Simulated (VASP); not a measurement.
# Si16O (a cell with a defect) in VASP: molecular dynamics with PBE

Aim: the molecular dynamics of Si16O (a cell with a defect) with PBE.

Program: VASP 6.6.1. These are calculated values, not measurements. Logs are shortened: lines on timing, memory, paths and dates and some standing lists are left out, and cuts for length are marked.

## Step 1: The cell of the first run

The cell holds a defect, 17 atoms: a = 7.679 Å, b = 7.679 Å, c = 7.679 Å, α = 60.00°, β = 60.00°, γ = 60.00°.

## Step 2: Molecular dynamics, PBE, collinear spin, zero start

Input file INCAR:

```
ALGO = Normal
EDIFF = 1E-5
ENCUT = 520
GGA = PE
IBRION = 0
ISIF = 2
ISMEAR = -1
ISPIN = 2
ISYM = 0
KPAR = 2
LASPH = T
LCHARG = F
LORBIT = 11
LREAL = Auto
LWAVE = F
MAGMOM = 0 0 0 0 0 0 0 0 0 0 0 0 0 0 0 0 0
MDALGO = 2
NCORE = 2
NELM = 150
NELMIN = 4
NSW = 40
POTIM = 1.0
PREC = Accurate
RANDOM_SEED = 544182 0 0
SIGMA = 0.02
SMASS = 0
TEBEG = 1200.0
TEEND = 1200.0
```

Input file KPOINTS:

```
k-points
0
Gamma
  2 2 2
```

Input file POSCAR:

```
Si16O
1.0
    0.0000000000      5.4300000000      5.4300000000
    5.4300000000      0.0000000000      5.4300000000
    5.4300000000      5.4300000000      0.0000000000
Si O
16 1
Direct
   -0.0122831600      0.0062639300      0.0056816400
    0.1284377600      0.1282780300      0.1171160700
    0.0035636100     -0.0005111300      0.4918651800
    0.0778759700      0.1562985400      0.6322043200
    0.0188303600      0.5023642500     -0.0219445300
    0.1302977500      0.6302575800      0.1120874400
    0.0513222700      0.5124128100      0.4773489700
    0.1821338700      0.6246061500      0.6052529700
    0.5029787200      0.0060010700     -0.0131162100
    0.6123131600      0.1319131400      0.1258155100
    0.4494246700      0.0436776300      0.4988304600
    0.6277646700      0.1273213600      0.6119615300
    0.4997079600      0.5055900300     -0.0084047000
    0.6432389300      0.6318007700      0.0979547600
    0.5535108400      0.4987661600      0.4714448100
    0.5817900500      0.6724635100      0.6260485400
    0.8164304700      0.6937476500      0.5508098400
```

Potentials or basis: VASP PAW PBE potentials, release 64 (Si, O).

Started as:

```bash
> cat potpaw_PBE.64/Si/POTCAR potpaw_PBE.64/O/POTCAR > POTCAR
> mpirun -np 4 vasp_std > vasp.out
```

OUTCAR:

```text
EDIFF = 1E-5
   ENCUT = 520
   GGA = PE
   IBRION = 0
   ISIF = 2
   ISMEAR = -1
   ISPIN = 2
   ISYM = 0
   LASPH = T
   LORBIT = 11
   LREAL = Auto
   NELM = 150
   NELMIN = 4
   NSW = 40
   POTIM = 1.0
   PREC = Accurate
   TEBEG = 1200.0

 ion  position               nearest neighbor table
   1  0.988  0.006  0.006-   2 2.35   4 2.35  10 2.35   6 2.36
   2  0.128  0.128  0.117-   5 2.35   9 2.35   1 2.35   3 2.35
   3  0.004  0.999  0.492-   2 2.35   4 2.35  12 2.36   8 2.38
   4  0.078  0.156  0.632-   7 2.32  11 2.33   3 2.35   1 2.35
   5  0.019  0.502  0.978-   6 2.34   2 2.35  14 2.36   8 2.36
   6  0.130  0.630  0.112-   7 2.32  13 2.32   5 2.34   1 2.36
   7  0.051  0.512  0.477-  17 1.66   6 2.32   4 2.32   8 2.33  16 2.94
   8  0.182  0.625  0.605-   7 2.33  15 2.33   5 2.36   3 2.38
   9  0.503  0.006  0.987-   2 2.35  10 2.35  14 2.35  12 2.35
  10  0.612  0.132  0.126-  13 2.34   9 2.35   1 2.35  11 2.36
  11  0.449  0.044  0.499-  16 2.33   4 2.33  10 2.36  12 2.38
  12  0.628  0.127  0.612-   9 2.35  15 2.35   3 2.36  11 2.38
  13  0.500  0.506  0.992-  16 2.32   6 2.32  10 2.34  14 2.36
  14  0.643  0.632  0.098-   9 2.35  15 2.35   5 2.36  13 2.36
  15  0.554  0.499  0.471-  16 2.32   8 2.33  12 2.35  14 2.35
  16  0.582  0.672  0.626-  17 1.66  13 2.32  15 2.32  11 2.33   7 2.94
  17  0.816  0.694  0.551-  16 1.66   7 1.66

IMPORTANT INFORMATION: All symmetrisations will be switched off!
NOSYMM: (Re-)initialisation of all symmetry stuff for point group C_1.

----------------------------------------------------------------------------------------

                                     Primitive cell

  volume of cell :     320.2060

  direct lattice vectors                    reciprocal lattice vectors
     0.000000000  5.430000000  5.430000000    -0.092081031  0.092081031  0.092081031
     5.430000000  0.000000000  5.430000000     0.092081031 -0.092081031  0.092081031
     5.430000000  5.430000000  0.000000000     0.092081031  0.092081031 -0.092081031

  length of vectors
     7.679179644  7.679179644  7.679179644     0.159489025  0.159489025  0.159489025

  position of ions in fractional coordinates (direct lattice)
     0.987716840  0.006263930  0.005681640
     0.128437760  0.128278030  0.117116070
     0.003563610  0.999488870  0.491865180
     0.077875970  0.156298540  0.632204320
     0.018830360  0.502364250  0.978055470
     0.130297750  0.630257580  0.112087440
[... 9 lines left out ...]
     0.581790050  0.672463510  0.626048540
     0.816430470  0.693747650  0.550809840

  ion indices of the primitive-cell ions
   primitive index   ion index
                 1           1
                 2           2
                 3           3
                 4           4
                 5           5
                 6           6
[... 9 lines left out ...]
                16          16
                17          17

----------------------------------------------------------------------------------------

 KPOINTS: k-points

Automatic generation of k-mesh.
 Grid dimensions read from file:
 generate k-points for:    2    2    2

 Generating k-lattice:

  Cartesian coordinates                     Fractional coordinates (reciprocal lattice)
    -0.046040516  0.046040516  0.046040516     0.500000000  0.000000000  0.000000000
     0.046040516 -0.046040516  0.046040516     0.000000000  0.500000000  0.000000000
     0.046040516  0.046040516 -0.046040516     0.000000000  0.000000000  0.500000000

  Length of vectors
     0.079744512  0.079744512  0.079744512

  Shift w.r.t. Gamma in fractional coordinates (k-lattice)
     0.000000000  0.000000000  0.000000000

 Subroutine IBZKPT returns following result:
 ===========================================

 Found      8 irreducible k-points:

 Following reciprocal coordinates:
            Coordinates               Weight
  0.000000  0.000000  0.000000      1.000000
  0.500000  0.000000  0.000000      1.000000
  0.000000  0.500000  0.000000      1.000000
  0.000000  0.000000  0.500000      1.000000
  0.500000  0.500000  0.500000      1.000000
  0.500000  0.500000  0.000000      1.000000
  0.000000  0.500000  0.500000      1.000000
  0.500000  0.000000  0.500000      1.000000
   k-points           NKPTS =      8   k-points in BZ     NKDIM =      8   number of bands    NBANDS=     44
   number of dos      NEDOS =    301   number of ions     NIONS =     17
   total plane-waves  NPLWV = 216000
   dimension x,y,z NGX =    60 NGY =   60 NGZ =   60
   dimension x,y,z NGXF=   120 NGYF=  120 NGZF=  120
   ions per type =              16   1
   NGX,Y,Z   is equivalent  to a cutoff of  12.99, 12.99, 12.99 a.u.
   NGXF,Y,Z  is equivalent  to a cutoff of  25.98, 25.98, 25.98 a.u.
 SYSTEM =  unknown system
   PREC   = accura    normal or accurate (medium, high low for compatibility)
   ISTART =      0    job   : 0-new  1-cont  2-samecut
   ICHARG =      2    charge: 1-file 2-atom 10-const
   ISPIN  =      2    spin polarized calculation?
   LNONCOLLINEAR =      F non collinear calculations
   LSORBIT =      F    spin-orbit coupling
   LASPH  =      T    aspherical Exc in radial PAW
   ENCUT  =  520.0 eV  38.22 Ry    6.18 a.u.  14.28 14.28 14.28*2*pi/ulx,y,z
   NELM   =    150;   NELMIN=  4; NELMDL= -5     # of ELM steps
   EDIFF  = 0.1E-04   stopping-criterion for ELM
   LREAL  =      T    real-space projection
   EDIFFG = 0.1E-03   stopping-criterion for IOM
   NSW    =     40    number of steps for IOM
   IBRION =      0    ionic relax: 0-MD 1-quasi-New 2-CG
   NFREE  =      0    steps in history (QN), initial steepest desc. (CG)
   ISIF   =      2    stress and relaxation
   ISYM   =      0    0-nonsym 1-usesym 2-fastsym
   POTIM  = 1.0000    time-step for ionic-motion
   TEBEG  = 1200.0;   TEEND  =1200.0 temperature during run
   PSTRESS=    0.0 pullay stress
   NELECT =      70.0000    total number of electrons
   NUPDOWN=      -1.0000    fix difference up-down
   EMIN   =  10.00;   EMAX   =-10.00  energy-range for DOS
   EFERMI =   0.00;   METHOD = LEGACY
   ISMEAR =    -1;   SIGMA  =   0.02  broadening in eV -4-tet -1-fermi 0-gaus
   EFERMI_NEDOS =   21; number of points for ismear=-14 and -15
   IALGO  =     38    algorithm
   IMIX   =      4    mixing-type and parameters
     AMIX     =   0.40;   BMIX     =  1.00
     AMIX_MAG =   1.60;   BMIX_MAG =  1.00
  volume/ion in A,a.u.               =      18.84       127.11
  Fermi-wavevector in a.u.,A,eV,Ry     =   0.986199  1.863645 13.232857  0.972588
  Thomas-Fermi vector in A             =   2.117562
   LORBIT       =     11    0 simple, 1 ext, 2 COOP (PROOUT), +10 PAW based schemes
   GGA     = PE    functional components
   LHFCALC =     F    Hartree Fock is set to
   AEXX    =    0.0000 exact exchange contribution
   IVDW    =     0    specifies the selected vdW correction
   LEPSILON=     F    determine dielectric tensor
   LRPA    =     F    only Hartree local field effects (RPA)
 molecular dynamics for ions
 spin polarized calculation
  energy-cutoff  :      520.00
  volume of cell :      320.21
 maximum number of plane-waves:      8646
 NGX is ok and might be reduce to    60
   NGX = 29   NGY = 29   NGZ = 29

--------------------------------------- Ionic step        1  -------------------------------------------

 number of electron      69.9999998 magnetization       0.0000000

 number of electron      69.9999998 magnetization      -0.0000000

 Free energy of the ion-electron system (eV)
  ---------------------------------------------------
  ext. energy  EPLUGINS =         0.00000000
  ---------------------------------------------------
  free energy    TOTEN  =       -92.69563236 eV

  energy without entropy =      -92.69563175  energy(sigma->0) =      -92.69563205

------------------------ aborting loop because EDIFF is reached ----------------------------------------

  FORCE on cell =-STRESS in cart. coord.  units (eV):
  Direction    XX          YY          ZZ          XY          YZ          ZX
  --------------------------------------------------------------------------------------
  -------------------------------------------------------------------------------------
  Total        8.5487038      9.0977583      8.4979228     -2.2662830      2.2990355     -3.0422412
  in kB       42.7741479     45.5213876     42.5200612    -11.3395349     11.5034147    -15.2221058
  external PRESSURE =      43.6051989 kB  Pullay stress =       0.0000000 kB
[... 164 lines left out ...]
  ENERGY OF THE ELECTRON-ION-THERMOSTAT SYSTEM (eV)
  ---------------------------------------------------
% ion-electron   TOTEN  =       -92.641637  see above
  kinetic energy EKIN   =         2.428292
  kin. lattice  EKIN_LAT=         0.000000  (temperature 1174.12 K)
  nose potential ES     =        -0.000357
  nose kinetic   EPS    =         0.000004
  ---------------------------------------------------
  total energy   ETOTAL =       -90.213698 eV

[... ionic steps 4 to 37 ...]

--------------------------------------- Ionic step       38  -------------------------------------------

 number of electron      69.9999999 magnetization      -0.0000000

 number of electron      69.9999999 magnetization       0.0000000
[... 119 lines left out ...]
--------------------------------------- Ionic step       40  -------------------------------------------

 number of electron      70.0000001 magnetization      -0.0000000

 Free energy of the ion-electron system (eV)
  ---------------------------------------------------
  ext. energy  EPLUGINS =         0.00000000
  ---------------------------------------------------
  free energy    TOTEN  =       -90.67731843 eV

  energy without entropy =      -90.67731331  energy(sigma->0) =      -90.67731587

 E-fermi :   6.3129     XC(G=0):  -9.5972

 val. band max:        6.1133730576   @ k =   0.0000   0.0000   0.0000
 cond. band min:       6.5130087407   @ k =   0.0000   0.0000   0.0000
 fundamental gap:      0.3996356831
 Fermi energy:         6.3129259537

 spin component 1

 k-point     1 :       0.0000    0.0000    0.0000
  band No.  band energies     occupation
      1     -14.0592      1.00000
      2      -5.7534      1.00000
      3      -4.1266      1.00000
      4      -3.7193      1.00000
      5      -3.5237      1.00000
      6      -3.3910      1.00000
[... 365 lines left out ...]
     43       8.7891      0.00000
     44       9.3403      0.00000
 Fermi energy:         6.3129259537

 spin component 2

 k-point     1 :       0.0000    0.0000    0.0000
  band No.  band energies     occupation
      1     -14.0592      1.00000
      2      -5.7534      1.00000
      3      -4.1266      1.00000
      4      -3.7193      1.00000
      5      -3.5237      1.00000
      6      -3.3910      1.00000
[... 415 lines left out ...]
  ENERGY OF THE ELECTRON-ION-THERMOSTAT SYSTEM (eV)
  ---------------------------------------------------
% ion-electron   TOTEN  =       -90.677318  see above
  kinetic energy EKIN   =         1.925504
  kin. lattice  EKIN_LAT=         0.000000  (temperature  931.02 K)
  nose potential ES     =        -2.108681
  nose kinetic   EPS    =         0.652471
  ---------------------------------------------------
  total energy   ETOTAL =       -90.208024 eV

 total charge

# of ion       s       p       d       tot
------------------------------------------
    1        0.748   0.914   0.000   1.662
    2        0.745   0.931   0.000   1.676
    3        0.754   0.920   0.000   1.674
    4        0.749   0.964   0.000   1.713
    5        0.748   0.909   0.000   1.657
    6        0.758   0.924   0.000   1.682
[... 9 lines left out ...]
   16        0.743   0.876   0.000   1.619
   17        1.589   3.467   0.000   5.056
--------------------------------------------------
tot         13.618  18.126   0.000  31.744

 magnetization (x)

# of ion       s       p       d       tot
------------------------------------------
    1       -0.000  -0.000   0.000  -0.000
    2        0.000   0.000   0.000   0.000
    3       -0.000   0.000   0.000  -0.000
    4        0.000  -0.000   0.000  -0.000
    5       -0.000  -0.000   0.000  -0.000
    6        0.000   0.000   0.000   0.000
[... 9 lines left out ...]
   16        0.000   0.000   0.000   0.000
   17       -0.000   0.000   0.000   0.000
--------------------------------------------------
tot          0.000  -0.000   0.000   0.000
```

It took 34 min on 4 MPI ranks of Oxide Virtual Turin-like, shared host; peak memory 0.56 GiB.

What came out:

```
Valence electrons inside the program's atomic spheres : Si 1.66, 1.68, 1.67, 1.71, 1.65, 1.69, 1.62 (each value once); O 5.06
```

Step by step:
| step | potential energy change (eV) | largest force (eV/Å) | pressure (GPa) | volume (Å³) | temperature (K) |
| --- | --- | --- | --- | --- | --- |
| 1 | 0.0000 | 0.0763 | 4.36 | 320.21 | 1200 |
| 2 | 0.0141 | 0.2959 | 4.39 | 320.21 | 1193 |
| 3 | 0.0540 | 0.5390 | 4.44 | 320.21 | 1174 |
| 4 | 0.1184 | 0.8043 | 4.50 | 320.21 | 1144 |
| 5 | 0.2051 | 1.0754 | 4.60 | 320.21 | 1104 |
| 6 | 0.3109 | 1.3437 | 4.69 | 320.21 | 1057 |
| 7 | 0.4324 | 1.6065 | 4.79 | 320.21 | 1005 |
| 8 | 0.5656 | 1.8614 | 4.89 | 320.21 | 951 |
| 9 | 0.7065 | 2.1055 | 4.98 | 320.21 | 898 |
| 10 | 0.8509 | 2.3305 | 5.07 | 320.21 | 847 |
| 11 | 0.9949 | 2.5367 | 5.14 | 320.21 | 802 |
| 12 | 1.1350 | 2.7207 | 5.20 | 320.21 | 764 |
| 13 | 1.2680 | 2.8793 | 5.25 | 320.21 | 734 |
| 14 | 1.3911 | 3.0058 | 5.27 | 320.21 | 715 |
| 15 | 1.5019 | 3.1002 | 5.28 | 320.21 | 708 |
| 16 | 1.5984 | 3.1589 | 5.26 | 320.21 | 716 |
| 17 | 1.6790 | 3.1807 | 5.22 | 320.21 | 739 |
| 18 | 1.7426 | 3.1647 | 5.15 | 320.21 | 781 |
| 19 | 1.7885 | 3.1102 | 5.06 | 320.21 | 843 |
| 20 | 1.8165 | 3.0182 | 4.94 | 320.21 | 928 |
| 21 | 1.8272 | 2.8906 | 4.80 | 320.21 | 1038 |
| 22 | 1.8216 | 2.7295 | 4.63 | 320.21 | 1173 |
| 23 | 1.8018 | 2.5822 | 4.43 | 320.21 | 1333 |
| 24 | 1.7706 | 2.5341 | 4.22 | 320.21 | 1516 |
| 25 | 1.7317 | 2.4631 | 3.98 | 320.21 | 1714 |
| 26 | 1.6897 | 2.3703 | 3.74 | 320.21 | 1916 |
| 27 | 1.6493 | 2.2745 | 3.48 | 320.21 | 2108 |
| 28 | 1.6152 | 2.1648 | 3.22 | 320.21 | 2271 |
| 29 | 1.5915 | 2.1444 | 2.97 | 320.21 | 2387 |
| 30 | 1.5813 | 2.2684 | 2.73 | 320.21 | 2441 |
| 31 | 1.5860 | 2.3719 | 2.50 | 320.21 | 2427 |
| 32 | 1.6057 | 2.4595 | 2.29 | 320.21 | 2346 |
| 33 | 1.6391 | 2.5293 | 2.11 | 320.21 | 2208 |
| 34 | 1.6836 | 2.5857 | 1.95 | 320.21 | 2029 |
| 35 | 1.7360 | 2.6239 | 1.81 | 320.21 | 1828 |
| 36 | 1.7933 | 2.6426 | 1.69 | 320.21 | 1621 |
| 37 | 1.8525 | 2.6467 | 1.60 | 320.21 | 1420 |
| 38 | 1.9109 | 2.6322 | 1.52 | 320.21 | 1236 |
| 39 | 1.9667 | 2.6035 | 1.46 | 320.21 | 1072 |
| 40 | 2.0183 | 2.5610 | 1.42 | 320.21 | 931 |

Caveat: the k points lie up to 0.50 Å⁻¹ apart.
